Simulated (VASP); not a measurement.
# BAs (zincblende type) (F-43m) in VASP: a series of runs

Runs on BAs (zincblende type). Level: PBE. Tasks: single point.

All numbers are computed with VASP 6.6.1; they aren't measurements. Logs are shortened: lines on timing, memory, paths and dates and some standing lists are left out, and cuts for length are marked.

### 1 The cell of the first run

Symmetry: F-43m, No. 216, cubic system. The conventional cell has a = 4.465 Å, b = 4.465 Å, c = 4.465 Å, α = 90.00°, β = 90.00°, γ = 90.00°. Within 2.6 Å of B (site symmetry -43m) lie 4 As at 1.93 Å. As (site symmetry -43m) has 4 B at 1.93 Å within 2.6 Å.

### 2 Single point, PBE (volume scaled by 0.8)

File INCAR:

```
SYSTEM = BAs
PREC = Accurate
ENCUT = 520
EDIFF = 1E-6
ISMEAR = -1
SIGMA = 0.08
LREAL = .False.
LASPH = .True.
NELM = 60
ALGO = Normal
ISIF = 2
LWAVE = .False.
LCHARG = .False.
GGA = PE
NBANDS = 11
```

File KPOINTS:

```
Automatic mesh
0
Gamma
  14 14 14
  0 0 0
```

File POSCAR:

```
BAs
1.0
    0.0000000000      2.2322882928      2.2322882928
    2.2322882928      0.0000000000      2.2322882928
    2.2322882928      2.2322882928      0.0000000000
B As
1 1
Direct
    0.0000000000      0.0000000000      0.0000000000
    0.2500000000      0.2500000000      0.2500000000
```

Potentials or basis: VASP PAW PBE potentials, release 64 (B, As).

On the command line:

```
cat potpaw_PBE.64/B/POTCAR potpaw_PBE.64/As/POTCAR > POTCAR
mpirun -np 1 vasp_std > vasp.out
```

OUTCAR:

```text
SYSTEM = BAs
   PREC = Accurate
   ENCUT = 520
   EDIFF = 1E-6
   ISMEAR = -1
   LREAL = .False.
   LASPH = .True.
   NELM = 60
   ISIF = 2
   GGA = PE

 ion  position               nearest neighbor table
   1  0.000  0.000  0.000-   2 1.93   2 1.93   2 1.93   2 1.93
   2  0.250  0.250  0.250-   1 1.93   1 1.93   1 1.93   1 1.93

  LATTYP: Found a face centered cubic cell.
 ALAT       =     4.4645765856

  Lattice vectors:

 A1 = (   0.0000000000,   2.2322882928,   2.2322882928)
 A2 = (   2.2322882928,   0.0000000000,   2.2322882928)
 A3 = (   2.2322882928,   2.2322882928,   0.0000000000)

Analysis of symmetry for initial positions (statically):
=====================================================================
 Subroutine PRICEL returns:
 Original cell was already a primitive cell.

 Routine SETGRP: Setting up the symmetry group for a
 face centered cubic supercell.

 Subroutine GETGRP returns: Found 24 space group operations
 (whereof 24 operations were pure point group operations)
 out of a pool of 48 trial point group operations.

The static configuration has the point symmetry T_d .

Analysis of symmetry for dynamics (positions and initial velocities):
=====================================================================
 Subroutine PRICEL returns:
 Original cell was already a primitive cell.

 Routine SETGRP: Setting up the symmetry group for a
 face centered cubic supercell.

 Subroutine GETGRP returns: Found 24 space group operations
 (whereof 24 operations were pure point group operations)
 out of a pool of 48 trial point group operations.

The dynamic configuration has the point symmetry T_d .

 Subroutine INISYM returns: Found 24 space group operations
 (whereof 24 operations are pure point group operations),
 and found     1 'primitive' translations

----------------------------------------------------------------------------------------

                                     Primitive cell

  volume of cell :      22.2475

  direct lattice vectors                    reciprocal lattice vectors
     0.000000000  2.232288293  2.232288293    -0.223985406  0.223985406  0.223985406
     2.232288293  0.000000000  2.232288293     0.223985406 -0.223985406  0.223985406
     2.232288293  2.232288293  0.000000000     0.223985406  0.223985406 -0.223985406

  length of vectors
     3.156932379  3.156932379  3.156932379     0.387954104  0.387954104  0.387954104

  position of ions in fractional coordinates (direct lattice)
     0.000000000  0.000000000  0.000000000
     0.250000000  0.250000000  0.250000000

  ion indices of the primitive-cell ions
   primitive index   ion index
                 1           1
                 2           2

----------------------------------------------------------------------------------------

 KPOINTS: Automatic mesh

Automatic generation of k-mesh.
 Grid dimensions read from file:
 generate k-points for:   14   14   14

 Generating k-lattice:

  Cartesian coordinates                     Fractional coordinates (reciprocal lattice)
    -0.015998958  0.015998958  0.015998958     0.071428571  0.000000000  0.000000000
     0.015998958 -0.015998958  0.015998958     0.000000000  0.071428571  0.000000000
     0.015998958  0.015998958 -0.015998958     0.000000000  0.000000000  0.071428571

  Length of vectors
     0.027711007  0.027711007  0.027711007

  Shift w.r.t. Gamma in fractional coordinates (k-lattice)
     0.000000000  0.000000000  0.000000000

 Subroutine IBZKPT returns following result:
 ===========================================

 Found    104 irreducible k-points:

 Following reciprocal coordinates:
            Coordinates               Weight
  0.000000  0.000000  0.000000      1.000000
  0.071429  0.000000  0.000000      8.000000
  0.142857  0.000000  0.000000      8.000000
  0.214286  0.000000  0.000000      8.000000
  0.285714  0.000000  0.000000      8.000000
  0.357143  0.000000  0.000000      8.000000
[... 16 lines left out ...]
  0.214286  0.142857  0.000000     24.000000
  0.285714  0.142857  0.000000     24.000000
 [... further k-points ...]
   k-points           NKPTS =    104   k-points in BZ     NKDIM =    104   number of bands    NBANDS=     11
   number of dos      NEDOS =    301   number of ions     NIONS =      2
   total plane-waves  NPLWV =  13824
   dimension x,y,z NGX =    24 NGY =   24 NGZ =   24
   dimension x,y,z NGXF=    48 NGYF=   48 NGZF=   48
   ions per type =               1   1
   NGX,Y,Z   is equivalent  to a cutoff of  12.64, 12.64, 12.64 a.u.
   NGXF,Y,Z  is equivalent  to a cutoff of  25.28, 25.28, 25.28 a.u.
 SYSTEM =  BAs
   PREC   = accura    normal or accurate (medium, high low for compatibility)
   ISTART =      0    job   : 0-new  1-cont  2-samecut
   ICHARG =      2    charge: 1-file 2-atom 10-const
   ISPIN  =      1    spin polarized calculation?
   LNONCOLLINEAR =      F non collinear calculations
   LSORBIT =      F    spin-orbit coupling
   LASPH  =      T    aspherical Exc in radial PAW
   ENCUT  =  520.0 eV  38.22 Ry    6.18 a.u.   5.87  5.87  5.87*2*pi/ulx,y,z
   NELM   =     60;   NELMIN=  2; NELMDL= -5     # of ELM steps
   EDIFF  = 0.1E-05   stopping-criterion for ELM
   LREAL  =      F    real-space projection
   EDIFFG = 0.1E-04   stopping-criterion for IOM
   NSW    =      0    number of steps for IOM
   IBRION =     -1    ionic relax: 0-MD 1-quasi-New 2-CG
   NFREE  =      0    steps in history (QN), initial steepest desc. (CG)
   ISIF   =      2    stress and relaxation
   ISYM   =      2    0-nonsym 1-usesym 2-fastsym
   POTIM  = 0.5000    time-step for ionic-motion
   TEBEG  =    0.0;   TEEND  =   0.0 temperature during run
   PSTRESS=    0.0 pullay stress
   NELECT =       8.0000    total number of electrons
   NUPDOWN=      -1.0000    fix difference up-down
   EMIN   =  10.00;   EMAX   =-10.00  energy-range for DOS
   EFERMI =   0.00;   METHOD = LEGACY
   ISMEAR =    -1;   SIGMA  =   0.08  broadening in eV -4-tet -1-fermi 0-gaus
   EFERMI_NEDOS =   21; number of points for ismear=-14 and -15
   IALGO  =     38    algorithm
   IMIX   =      4    mixing-type and parameters
     AMIX     =   0.40;   BMIX     =  1.00
     AMIX_MAG =   1.60;   BMIX_MAG =  1.00
  volume/ion in A,a.u.               =      11.12        75.07
  Fermi-wavevector in a.u.,A,eV,Ry     =   1.164156  2.199936 18.439423  1.355259
  Thomas-Fermi vector in A             =   2.300697
   LORBIT       =      0    0 simple, 1 ext, 2 COOP (PROOUT), +10 PAW based schemes
   GGA     = PE    functional components
[... 5 lines left out ...]
 non-spin polarized calculation
  energy-cutoff  :      520.00
  volume of cell :       22.25
 maximum number of plane-waves:       612
   NGX = 11   NGY = 11   NGZ = 11

 number of electron       8.0000001 magnetization

 Free energy of the ion-electron system (eV)
  ---------------------------------------------------
  ext. energy  EPLUGINS =         0.00000000
  ---------------------------------------------------
  free energy    TOTEN  =       -10.71320518 eV

  energy without entropy =      -10.71318631  energy(sigma->0) =      -10.71319574

 E-fermi :   9.0180     XC(G=0): -11.4850

 val. band max:        8.5650643664   @ k =   0.0000   0.0000   0.0000
 cond. band min:       9.5204046183   @ k =   0.4286   0.4286   0.0000
 fundamental gap:      0.9553402520
 Fermi energy:         9.0179821364

 k-point     1 :       0.0000    0.0000    0.0000
  band No.  band energies     occupation
      1      -8.8598      2.00000
      2       8.5651      1.99307
      3       8.5651      1.99307
      4       8.5651      1.99307
      5      12.1392      0.00000
      6      12.1392      0.00000
      7      12.1392      0.00000
      8      15.9231      0.00000
      9      19.3176      0.00000
     10      22.3955      0.00000
     11      22.3955      0.00000

 k-point     2 :       0.0714    0.0000    0.0000
  band No.  band energies     occupation
      1      -8.7596      2.00000
      2       7.6757      2.00000
      3       8.3576      1.99948
      4       8.3576      1.99948
      5      12.4087      0.00000
      6      12.4087      0.00000
      7      12.4575      0.00000
      8      16.1861      0.00000
      9      19.7645      0.00000
     10      21.4673      0.00000
     11      21.4673      0.00000

 k-point     3 :       0.1429    0.0000    0.0000
  band No.  band energies     occupation
      1      -8.4604      2.00000
      2       5.8724      2.00000
      3       7.8960      2.00000
      4       7.8960      2.00000
      5      12.7414      0.00000
      6      13.0002      0.00000
      7      13.0002      0.00000
      8      16.8378      0.00000
      9      20.5335      0.00000
     10      20.5335      0.00000
     11      20.7485      0.00000

 k-point     4 :       0.2143    0.0000    0.0000
  band No.  band energies     occupation
      1      -7.9676      2.00000
      2       3.8835      2.00000
      3       7.3966      2.00000
      4       7.3966      2.00000
      5      12.7685      0.00000
      6      13.5367      0.00000
      7      13.5367      0.00000
      8      17.5216      0.00000
      9      20.2160      0.00000
     10      20.2160      0.00000
     11      21.1394      0.00000

 k-point     5 :       0.2857    0.0000    0.0000
  band No.  band energies     occupation
      1      -7.2943      2.00000
      2       1.9509      2.00000
      3       6.9651      2.00000
      4       6.9651      2.00000
      5      12.7000      0.00000
      6      13.7668      0.00000
      7      13.7668      0.00000
      8      17.9058      0.00000
      9      20.7007      0.00000
     10      20.7007      0.00000
     11      21.3221      0.00000

 k-point     6 :       0.3571    0.0000    0.0000
  band No.  band energies     occupation
      1      -6.4761      2.00000
      2       0.1968      2.00000
      3       6.6430      2.00000
      4       6.6430      2.00000
      5      12.6266      0.00000
      6      13.7269      0.00000
      7      13.7269      0.00000
      8      17.9139      0.00000
      9      21.9035      0.00000
     10      21.9035      0.00000
     11      21.9044      0.00000

 k-point     7 :       0.4286    0.0000    0.0000
  band No.  band energies     occupation
      1      -5.6299      2.00000
      2      -1.2229      2.00000
      3       6.4462      2.00000
      4       6.4462      2.00000
      5      12.5785      0.00000
      6      13.6119      0.00000
      7      13.6119      0.00000
      8      17.7890      0.00000
      9      22.6115      0.00000
     10      23.5375      0.00000
     11      23.5375      0.00000

 k-point     8 :       0.5000    0.0000    0.0000
  band No.  band energies     occupation
      1      -5.1792      2.00000
      2      -1.8665      2.00000
      3       6.3802      2.00000
      4       6.3802      2.00000
      5      12.5623      0.00000
      6      13.5595      0.00000
      7      13.5595      0.00000
      8      17.7284      0.00000
      9      22.9433      0.00000
     10      24.7561      0.00000
     11      24.7561      0.00000
[... 141 lines left out ...]
 k-point    19 :      -0.2143    0.0714    0.0000
  band No.  band energies     occupation
      1      -7.6748      2.00000
      2       3.2694      2.00000
      3       6.2244      2.00000
      4       7.5738      2.00000
      5      13.0448      0.00000
      6      13.3597      0.00000
      7      14.1910      0.00000
      8      17.2846      0.00000
      9      19.3373      0.00000
     10      21.1665      0.00000
     11      22.2063      0.00000

 k-point    20 :      -0.1429    0.0714    0.0000
  band No.  band energies     occupation
      1      -8.2290      2.00000
      2       5.2145      2.00000
      3       6.6844      2.00000
      4       8.0679      1.99999
      5      12.8559      0.00000
      6      12.9765      0.00000
      7      13.8426      0.00000
      8      16.8946      0.00000
      9      19.4594      0.00000
     10      20.9313      0.00000
     11      21.6913      0.00000

 k-point    21 :      -0.0714    0.0714    0.0000
  band No.  band energies     occupation
      1      -8.5931      2.00000
      2       6.9278      2.00000
      3       7.3623      2.00000
      4       8.4013      1.99910
      5      12.4129      0.00000
      6      12.6607      0.00000
      7      13.2325      0.00000
      8      16.4919      0.00000
      9      20.2439      0.00000
     10      20.4249      0.00000
     11      21.3559      0.00000

 k-point    22 :       0.1429    0.1429    0.0000
  band No.  band energies     occupation
      1      -8.3268      2.00000
      2       6.8097      2.00000
      3       6.8097      2.00000
      4       6.8864      2.00000
      5      11.0999      0.00000
      6      14.4567      0.00000
      7      14.4567      0.00000
      8      15.8294      0.00000
      9      19.3608      0.00000
     10      21.5136      0.00000
     11      22.9413      0.00000

 k-point    23 :       0.2143    0.1429    0.0000
  band No.  band energies     occupation
      1      -7.9637      2.00000
      2       5.1946      2.00000
      3       6.2739      2.00000
      4       6.7259      2.00000
      5      11.1188      0.00000
      6      14.9176      0.00000
      7      15.2346      0.00000
      8      15.4041      0.00000
      9      19.7405      0.00000
     10      22.5804      0.00000
     11      22.7143      0.00000

 k-point    24 :       0.2857    0.1429    0.0000
  band No.  band energies     occupation
      1      -7.4117      2.00000
      2       3.3542      2.00000
      3       5.8632      2.00000
      4       6.2563      2.00000
      5      11.5329      0.00000
      6      14.8336      0.00000
      7      15.4801      0.00000
      8      15.6799      0.00000
      9      20.4968      0.00000
     10      22.7517      0.00000
     11      23.0658      0.00000

 [... further k-points ...]
[... 5 lines left out ...]
  --------------------------------------------------------------------------------------
  -------------------------------------------------------------------------------------
  Total        6.6276389      6.6276389      6.6276389     -0.0000000      0.0000000      0.0000000
  in kB      477.2968656    477.2968656    477.2968656     -0.0000000      0.0000000      0.0000000
  external PRESSURE =     477.2968656 kB  Pullay stress =       0.0000000 kB

 VOLUME and BASIS-vectors are now :
 -----------------------------------------------------------------------------
  energy-cutoff  :      520.00
  volume of cell :       22.25
      direct lattice vectors                 reciprocal lattice vectors
     0.000000000  2.232288293  2.232288293    -0.223985406  0.223985406  0.223985406
     2.232288293  0.000000000  2.232288293     0.223985406 -0.223985406  0.223985406
     2.232288293  2.232288293  0.000000000     0.223985406  0.223985406 -0.223985406

 POSITION                                       TOTAL-FORCE (eV/Angst)
 -----------------------------------------------------------------------------------
      0.00000      0.00000      0.00000         0.000000      0.000000      0.000000
      1.11614      1.11614      1.11614        -0.000000     -0.000000     -0.000000
 -----------------------------------------------------------------------------------
    total drift:                                0.000000      0.000000      0.000000

  FREE ENERGIE OF THE ION-ELECTRON SYSTEM (eV)
  ---------------------------------------------------
  free  energy   TOTEN  =       -10.7132051785 eV

  energy  without entropy=      -10.7131863055  energy(sigma->0) =      -10.71319574
```

It took 40 s on 1 thread of AMD EPYC 7R13, shared host; peak memory 0.13 GiB.

What came out:

```
Free energy            : -10.7132 eV
Pressure               : 47.7 GPa
Band gap on the k mesh : 0.96 eV, indirect (least direct gap 3.57 eV)
```

 A k mesh can miss the band edges.

### 3 Single point, PBE (volume scaled by 0.8)

File INCAR:

```
ALGO     = Normal         # electronic algorithm
EDIFF    = 1E-7           # SCF threshold, eV
ENCUT    = 520            # plane-wave cutoff, eV
GGA      = PE             # functional
ISIF     = 2              # what is computed and relaxed
ISMEAR   = -1             # smearing method
LASPH    = True           # aspherical terms in the spheres
LCHARG   = True           # write CHGCAR
LELF     = True           # ELF
LREAL    = False          # projectors in reciprocal space
LVHAR    = True         
LWAVE    = False          # write WAVECAR
NBANDS   = 11             # bands
NELM     = 60             # most SCF steps
PREC     = Accurate       # precision mode
SIGMA    = 0.08           # smearing width, eV
```

File KPOINTS:

```
k-points
0
Gamma
  14 14 14
```

POSCAR is that of step 2.

Potentials or basis: VASP PAW PBE potentials, release 64 (B, As).

On the command line:

```
cat potpaw_PBE.64/B/POTCAR potpaw_PBE.64/As/POTCAR > POTCAR
mpirun -np 1 vasp_std > vasp.out
```

Wall time 49 s (1 thread of AMD EPYC 7R13, shared host); peak memory 0.13 GiB.

It converged, with:

* Free energy: -10.7132 eV
* Pressure: 47.7 GPa
* Band gap on the k mesh: 0.96 eV, indirect (least direct gap 3.57 eV)

Levels at points of the mesh, in eV from the valence-band top:
| k point | band 1 | band 2 | band 3 | band 4 | band 5 | band 6 | band 7 | band 8 | band 9 |
| --- | --- | --- | --- | --- | --- | --- | --- | --- | --- |
| (0.00, 0.00, 0.00) | -17.42 | 0.00 | 0.00 | 0.00 | 3.57 | 3.57 | 3.57 | 7.36 | 10.75 |
| (0.50, 0.00, 0.00) | -13.74 | -10.43 | -2.18 | -2.18 | 4.00 | 4.99 | 4.99 | 9.16 | 14.38 |
| (0.50, 0.50, 0.00) | -12.10 | -9.77 | -5.00 | -5.00 | 1.12 | 1.24 | 13.42 | 13.42 | 14.85 |

 A k mesh can miss the band edges.

### 4 Single point, PBE (volume scaled by 0.88)

File INCAR:

```
SYSTEM = BAs
ALGO     = Normal         ! electronic algorithm
EDIFF    = 1E-6           ! SCF threshold, eV
ENCUT    = 520            ! plane-wave cutoff, eV
GGA      = PE             ! functional
ISIF     = 2              ! what is computed and relaxed
ISMEAR   = -1             ! smearing method
LASPH    = .TRUE.         ! aspherical terms in the spheres
LCHARG   = .FALSE.        ! write CHGCAR
LREAL    = .FALSE.        ! projectors in reciprocal space
LWAVE    = .FALSE.        ! write WAVECAR
NBANDS   = 11             ! bands
NELM     = 100            ! most SCF steps
PREC     = Accurate       ! precision mode
SIGMA    = 0.08           ! smearing width, eV
```

File KPOINTS:

```
k-points
0
G
  14 14 14
  0 0 0
```

File POSCAR:

```
BAs
1.0
    0.0000000000      2.3043468166      2.3043468166
    2.3043468166      0.0000000000      2.3043468166
    2.3043468166      2.3043468166      0.0000000000
B As
1 1
Direct
    0.0000000000      0.0000000000      0.0000000000
    0.2500000000      0.2500000000      0.2500000000
```

On the command line:

```
cat potpaw_PBE.64/B/POTCAR potpaw_PBE.64/As/POTCAR > POTCAR
mpirun -np 1 vasp_std > vasp.out
```

Run time: 40 s. Hardware: 1 thread of AMD EPYC 7R13, shared host; peak memory 0.13 GiB.

It converged, with:

- Free energy: -11.1921 eV
- Pressure: 22.9 GPa
- Band gap on the k mesh: 1.07 eV, indirect (least direct gap 3.42 eV)

Levels at points of the mesh, in eV from the valence-band top:
| k point | band 2 | band 3 | band 4 | band 5 | band 6 | band 7 |
| --- | --- | --- | --- | --- | --- | --- |
| (0.00, 0.00, 0.00) | 0.00 | 0.00 | 0.00 | 3.42 | 3.42 | 3.42 |
| (0.50, 0.00, 0.00) | -9.62 | -2.01 | -2.01 | 3.35 | 4.90 | 4.90 |
| (0.50, 0.50, 0.00) | -9.16 | -4.55 | -4.55 | 1.27 | 1.34 | 12.43 |

 A k mesh can miss the band edges.

(Part 1 of 2 ends here.)
